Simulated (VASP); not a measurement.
The system is TiC.

```
Ti C
1.0
     0.00000    2.16572    2.12240
     2.16572    0.00000    2.12240
     2.16572    2.16572    0.00000
Ti C
1 1
Direct
  0.00000 0.00000 0.00000
  0.50000 0.50000 0.50000
```

Base run:

```yaml
Program: VASP 6.6.1
Functional: PBEsol
Potentials_or_basis: VASP PAW PBE potentials, release 64 (Ti_sv, C)
Cutoff: 520 eV
k_mesh: 9 × 9 × 9
Occupations: fermi-dirac, width 0.05 eV
Spin: no spin polarisation
```

Its results: band gap on the k mesh zero (band 8 reaches 10.31 eV, above the bottom of band 9 at 9.07 eV); pressure -1.2 GPa.

The run is repeated on the same cell with these changes: functional from PBEsol to PBE; further incar settings from ALGO = Normal; EDIFF = 1e-06; NBANDS = 15 to ALGO = Normal; EDIFF = 1e-07; NBANDS = 15. What comes out?

Band gap on the k mesh zero (band 8 reaches 10.46 eV, above the bottom of band 9 at 9.18 eV); pressure 6.0 GPa.

Caveats: the PAW data sets were made with another functional, which shifts forces and pressure a little (some runs).
